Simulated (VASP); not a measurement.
# AgCl (P4mm) in VASP: further runs, part 2 of 2

VASP 6.6.1. Earlier steps stand in the parts before.

**4. Single point, LDA**

The input, INCAR:

```
SYSTEM = AgCl
ALGO     = Normal         ! electronic algorithm
EDIFF    = 1E-7           ! SCF threshold, eV
ENCUT    = 520            ! plane-wave cutoff, eV
ISIF     = 2              ! what is computed and relaxed
ISMEAR   = 0              ! smearing method
LASPH    = .TRUE.         ! aspherical terms in the spheres
LCHARG   = .FALSE.        ! write CHGCAR
LREAL    = .FALSE.        ! projectors in reciprocal space
LWAVE    = .FALSE.        ! write WAVECAR
NBANDS   = 16             ! bands
NELM     = 100            ! most SCF steps
PREC     = Accurate       ! precision mode
SIGMA    = 0.03           ! smearing width, eV
```

The input, KPOINTS:

```
k-points
0
G
  10 10 10
  0 0 0
```

The input, POSCAR:

```
AgCl
1.0
    3.4339730000      0.0000000000      0.0000000000
    0.0000000000      3.4339730000      0.0000000000
    0.0000000000      0.0000000000      3.4339730000
Ag Cl
1 1
Direct
    0.0000000000      0.0000000000      0.0000000000
    0.3725965522      0.5000000000      0.5000000000
```

Potentials or basis: VASP PAW LDA potentials, release 64 (Ag, Cl).

Command:

```bash
> cat potpaw_LDA.64/Ag/POTCAR potpaw_LDA.64/Cl/POTCAR > POTCAR
> mpirun -np 1 vasp_std > vasp.out
```

OUTCAR:

```text
SYSTEM = AgCl
   EDIFF = 1E-7
   ENCUT = 520
   ISIF = 2
   ISMEAR = 0
   LASPH = .TRUE.
   LREAL = .FALSE.
   NELM = 100
   PREC = Accurate

 ion  position               nearest neighbor table
   1  0.000  0.000  0.000-   2 2.74   2 2.74   2 2.74   2 2.74
   2  0.373  0.500  0.500-   1 2.74   1 2.74   1 2.74   1 2.74

  LATTYP: Found a simple cubic cell.
 ALAT       =     3.4339730000

  Lattice vectors:

 A1 = (   3.4339730000,   0.0000000000,   0.0000000000)
 A2 = (   0.0000000000,   3.4339730000,   0.0000000000)
 A3 = (   0.0000000000,   0.0000000000,   3.4339730000)

Analysis of symmetry for initial positions (statically):
=====================================================================
 Subroutine PRICEL returns:
 Original cell was already a primitive cell.

 Routine SETGRP: Setting up the symmetry group for a
 simple cubic supercell.

 Subroutine GETGRP returns: Found  8 space group operations
 (whereof  8 operations were pure point group operations)
 out of a pool of 48 trial point group operations.

The static configuration has the point symmetry C_4v.

Analysis of symmetry for dynamics (positions and initial velocities):
=====================================================================
 Subroutine PRICEL returns:
 Original cell was already a primitive cell.

 Routine SETGRP: Setting up the symmetry group for a
 simple cubic supercell.

 Subroutine GETGRP returns: Found  8 space group operations
 (whereof  8 operations were pure point group operations)
 out of a pool of 48 trial point group operations.

The dynamic configuration has the point symmetry C_4v.

 Subroutine INISYM returns: Found  8 space group operations
 (whereof  8 operations are pure point group operations),
 and found     1 'primitive' translations

----------------------------------------------------------------------------------------

                                     Primitive cell

  volume of cell :      40.4940

  direct lattice vectors                    reciprocal lattice vectors
     3.433973000  0.000000000  0.000000000     0.291207881  0.000000000  0.000000000
     0.000000000  3.433973000  0.000000000     0.000000000  0.291207881  0.000000000
     0.000000000  0.000000000  3.433973000     0.000000000  0.000000000  0.291207881

  length of vectors
     3.433973000  3.433973000  3.433973000     0.291207881  0.291207881  0.291207881

  position of ions in fractional coordinates (direct lattice)
     0.000000000  0.000000000  0.000000000
     0.372596552  0.500000000  0.500000000

  ion indices of the primitive-cell ions
   primitive index   ion index
                 1           1
                 2           2

----------------------------------------------------------------------------------------

 KPOINTS: k-points

Automatic generation of k-mesh.
 Grid dimensions read from file:
 generate k-points for:   10   10   10

 Generating k-lattice:

  Cartesian coordinates                     Fractional coordinates (reciprocal lattice)
     0.029120788  0.000000000  0.000000000     0.100000000  0.000000000  0.000000000
     0.000000000  0.029120788  0.000000000     0.000000000  0.100000000  0.000000000
     0.000000000  0.000000000  0.029120788     0.000000000  0.000000000  0.100000000

  Length of vectors
     0.029120788  0.029120788  0.029120788

  Shift w.r.t. Gamma in fractional coordinates (k-lattice)
     0.000000000  0.000000000  0.000000000

 Subroutine IBZKPT returns following result:
 ===========================================

 Found    126 irreducible k-points:

 Following reciprocal coordinates:
            Coordinates               Weight
  0.000000  0.000000  0.000000      1.000000
  0.100000  0.000000  0.000000      2.000000
  0.000000  0.100000  0.000000      4.000000
  0.200000  0.000000  0.000000      2.000000
  0.000000  0.200000  0.000000      4.000000
  0.300000  0.000000  0.000000      2.000000
[... 16 lines left out ...]
  0.500000  0.100000  0.000000      4.000000
  0.000000  0.500000  0.100000      4.000000
 [... further k-points ...]
   k-points           NKPTS =    126   k-points in BZ     NKDIM =    126   number of bands    NBANDS=     16
   number of dos      NEDOS =    301   number of ions     NIONS =      2
   total plane-waves  NPLWV =  21952
   dimension x,y,z NGX =    28 NGY =   28 NGZ =   28
   dimension x,y,z NGXF=    56 NGYF=   56 NGZF=   56
   ions per type =               1   1
   NGX,Y,Z   is equivalent  to a cutoff of  13.56, 13.56, 13.56 a.u.
   NGXF,Y,Z  is equivalent  to a cutoff of  27.11, 27.11, 27.11 a.u.
 SYSTEM =  AgCl
   PREC   = accura    normal or accurate (medium, high low for compatibility)
   ISTART =      0    job   : 0-new  1-cont  2-samecut
   ICHARG =      2    charge: 1-file 2-atom 10-const
   ISPIN  =      1    spin polarized calculation?
   LNONCOLLINEAR =      F non collinear calculations
   LSORBIT =      F    spin-orbit coupling
   LASPH  =      T    aspherical Exc in radial PAW
   ENCUT  =  520.0 eV  38.22 Ry    6.18 a.u.   6.38  6.38  6.38*2*pi/ulx,y,z
   NELM   =    100;   NELMIN=  2; NELMDL= -5     # of ELM steps
   EDIFF  = 0.1E-06   stopping-criterion for ELM
   LREAL  =      F    real-space projection
   EDIFFG = 0.1E-05   stopping-criterion for IOM
   NSW    =      0    number of steps for IOM
   IBRION =     -1    ionic relax: 0-MD 1-quasi-New 2-CG
   NFREE  =      0    steps in history (QN), initial steepest desc. (CG)
   ISIF   =      2    stress and relaxation
   ISYM   =      2    0-nonsym 1-usesym 2-fastsym
   POTIM  = 0.5000    time-step for ionic-motion
   TEBEG  =    0.0;   TEEND  =   0.0 temperature during run
   PSTRESS=    0.0 pullay stress
   NELECT =      18.0000    total number of electrons
   NUPDOWN=      -1.0000    fix difference up-down
   EMIN   =  10.00;   EMAX   =-10.00  energy-range for DOS
   EFERMI =   0.00;   METHOD = LEGACY
   ISMEAR =     0;   SIGMA  =   0.03  broadening in eV -4-tet -1-fermi 0-gaus
   EFERMI_NEDOS =   21; number of points for ismear=-14 and -15
   IALGO  =     38    algorithm
   IMIX   =      4    mixing-type and parameters
     AMIX     =   0.40;   BMIX     =  1.00
     AMIX_MAG =   1.60;   BMIX_MAG =  1.00
  volume/ion in A,a.u.               =      20.25       136.63
  Fermi-wavevector in a.u.,A,eV,Ry     =   1.249402  2.361027 21.238760  1.561005
  Thomas-Fermi vector in A             =   2.383444
   LORBIT       =      0    0 simple, 1 ext, 2 COOP (PROOUT), +10 PAW based schemes
   GGA     = CA    functional components
   LHFCALC =     F    Hartree Fock is set to
   AEXX    =    0.0000 exact exchange contribution
   IVDW    =     0    specifies the selected vdW correction
   LEPSILON=     F    determine dielectric tensor
   LRPA    =     F    only Hartree local field effects (RPA)
 non-spin polarized calculation
 Gauss-broadening in eV      SIGMA  =   0.03
  energy-cutoff  :      520.00
  volume of cell :       40.49
 maximum number of plane-waves:      1108
 NGX is ok and might be reduce to    28
   NGX = 13   NGY = 13   NGZ = 13

 number of electron      18.0000001 magnetization

 Free energy of the ion-electron system (eV)
  ---------------------------------------------------
  ext. energy  EPLUGINS =         0.00000000
  ---------------------------------------------------
  free energy    TOTEN  =        -6.42678684 eV

  energy without entropy =       -6.42678684  energy(sigma->0) =       -6.42678684

 E-fermi :   4.0447     XC(G=0): -10.7857

 val. band max:        3.9031566831   @ k =   0.0000   0.5000   0.0000
 cond. band min:       4.1861487209   @ k =   0.0000   0.0000   0.0000
 fundamental gap:      0.2829920378
 Fermi energy:         4.0447276545

 k-point     1 :       0.0000    0.0000    0.0000
  band No.  band energies     occupation
      1     -10.9231      2.00000
      2       0.4593      2.00000
      3       0.8280      2.00000
      4       1.3356      2.00000
      5       1.3356      2.00000
      6       1.7822      2.00000
[... 8 lines left out ...]
     15      18.5802      0.00000
     16      19.4656      0.00000

 k-point     2 :       0.1000    0.0000    0.0000
  band No.  band energies     occupation
      1     -10.8836      2.00000
      2       0.3597      2.00000
      3       0.8414      2.00000
      4       1.2383      2.00000
      5       1.2383      2.00000
      6       1.7869      2.00000
[... 8 lines left out ...]
     15      18.0748      0.00000
     16      19.9260      0.00000
[... 387 lines left out ...]
      5       1.0418      2.00000
      6       1.7782      2.00000
[... 8 lines left out ...]
     15      19.2752      0.00000
     16      19.4730      0.00000

 k-point    24 :       0.0000    0.5000    0.1000
  band No.  band energies     occupation
      1     -10.4091      2.00000
      2      -1.4723      2.00000
      3       0.3923      2.00000
      4       1.0104      2.00000
      5       1.0585      2.00000
      6       1.7994      2.00000
[... 8 lines left out ...]
     15      19.0116      0.00000
     16      19.3129      0.00000

 [... further k-points ...]
[... 5 lines left out ...]
  --------------------------------------------------------------------------------------
  -------------------------------------------------------------------------------------
  Total       -1.4535069     -1.2351989     -1.2351989      0.0000000      0.0000000     -0.0000000
  in kB      -57.5091650    -48.8716313    -48.8716313      0.0000000      0.0000000     -0.0000000
  external PRESSURE =     -51.7508092 kB  Pullay stress =       0.0000000 kB

 VOLUME and BASIS-vectors are now :
 -----------------------------------------------------------------------------
  energy-cutoff  :      520.00
  volume of cell :       40.49
      direct lattice vectors                 reciprocal lattice vectors
     3.433973000  0.000000000  0.000000000     0.291207881  0.000000000  0.000000000
     0.000000000  3.433973000  0.000000000     0.000000000  0.291207881  0.000000000
     0.000000000  0.000000000  3.433973000     0.000000000  0.000000000  0.291207881

 POSITION                                       TOTAL-FORCE (eV/Angst)
 -----------------------------------------------------------------------------------
      0.00000      0.00000      0.00000         0.088222      0.000000      0.000000
      1.27949      1.71699      1.71699        -0.088222      0.000000     -0.000000
 -----------------------------------------------------------------------------------
    total drift:                               -0.000166     -0.000000      0.000000

  FREE ENERGIE OF THE ION-ELECTRON SYSTEM (eV)
  ---------------------------------------------------
  free  energy   TOTEN  =        -6.4267868397 eV

  energy  without entropy=       -6.4267868397  energy(sigma->0) =       -6.42678684
```

It took 35 s on 1 thread of Intel Xeon Platinum 8488C (Sapphire Rapids), shared host; peak memory 0.2 GiB.

Results:

```
Free energy            : -6.4268 eV
Pressure               : -5.2 GPa
Largest force          : 0.088 eV/Å
Band gap on the k mesh : 0.28 eV (least direct gap 1.49 eV)
```

Forces on the atoms (eV/Å):
```
Ag   0.088  0.000  0.000
Cl  -0.088  0.000  0.000
```

Caveat: the cell differs from its parent crystal (all Cl atoms moved +0.438 Å, as atom 2 towards its neighbour atom 2 (Cl) at 3.434 Å); the cell stands under tension.

**5. Single point, LDA**

The input, INCAR:

```
SYSTEM = AgCl
PREC = Accurate
ENCUT = 520
EDIFF = 1E-7
ISMEAR = 0
SIGMA = 0.03
LREAL = .FALSE.
LASPH = .TRUE.
NELM = 100
ALGO = Normal
ISIF = 2
LWAVE = .FALSE.
LCHARG = .FALSE.
NBANDS = 16
```

The input, KPOINTS:

```
Automatic mesh
0
G
  10 10 10
  0 0 0
```

POSCAR, as its differences from that of step 4:

```diff
@@ -9,2 +9,2 @@
     0.0000000000      0.0000000000      0.0000000000
-    0.3725965522      0.5000000000      0.5000000000
+    0.4089975373      0.5000000000      0.5000000000
```

Command:

```bash
> cat potpaw_LDA.64/Ag/POTCAR potpaw_LDA.64/Cl/POTCAR > POTCAR
> mpirun -np 1 vasp_std > vasp.out
```

It took 32 s on 1 thread of Intel Xeon Platinum 8488C (Sapphire Rapids), shared host; peak memory 0.2 GiB.

The run converged. Its results:

```yaml
Free_energy: -6.4153 eV
Pressure: -6.3 GPa
Largest_force: 0.091 eV/Å
Band_gap_on_the_k_mesh: 0.29 eV (least direct gap 1.58 eV)
```

Forces in eV/Å, atoms in the order of the input:
```
Ag   0.091  0.000  0.000
Cl  -0.091  0.000  0.000
```

Stress tensor (GPa, compression positive):
```
-6.59  0.00  0.00
 0.00 -6.23  0.00
 0.00  0.00 -6.23
```

Levels at points of the mesh, in eV from the valence-band top:
| k point | band 7 | band 8 | band 9 | band 10 | band 11 | band 12 |
| --- | --- | --- | --- | --- | --- | --- |
| (0.00, 0.00, 0.00) | -1.36 | -1.36 | -1.30 | 0.29 | 8.62 | 9.21 |
| (0.50, 0.00, 0.00) | -1.54 | -0.17 | -0.17 | 4.53 | 5.16 | 9.21 |
| (0.00, 0.50, 0.00) | -1.61 | -0.38 | 0.00 | 4.67 | 5.20 | 9.34 |
| (0.50, 0.50, 0.00) | -2.27 | -1.66 | -0.68 | 2.50 | 8.46 | 8.67 |
| (0.00, 0.50, 0.50) | -2.08 | -1.65 | -0.67 | 2.40 | 8.73 | 8.73 |
| (0.50, 0.50, 0.50) | -0.42 | -0.42 | -0.26 | 4.41 | 4.68 | 4.68 |

Caveat: the cell differs from its parent crystal (all Cl atoms moved +0.312 Å, as atom 2 towards its neighbour atom 2 (Cl) at 3.434 Å); the cell stands under tension.

**6. Summary**

| cell | gap on the mesh (eV) | pressure (GPa) | largest force (eV/Å) |
| --- | --- | --- | --- |
| as given, atomic positions A | 0.29 | -6.8 | 0.08 |
| as given, atomic positions B | 0.30 | -7.4 | 0.05 |
| as given, atomic positions C | 0.28 | -5.2 | 0.09 |
| as given, atomic positions D | 0.29 | -6.3 | 0.09 |

Alike in all rows: task single point; level LDA; potentials or basis VASP PAW LDA potentials, release 64 (Ag, Cl); no spin polarisation; k mesh 10 × 10 × 10; cutoff (eV) 520; smearing gaussian 0.03 eV.

Caveats: the cell stands under tension.

Total energies depend on the potentials used, so only differences within one code and one set of settings carry meaning.
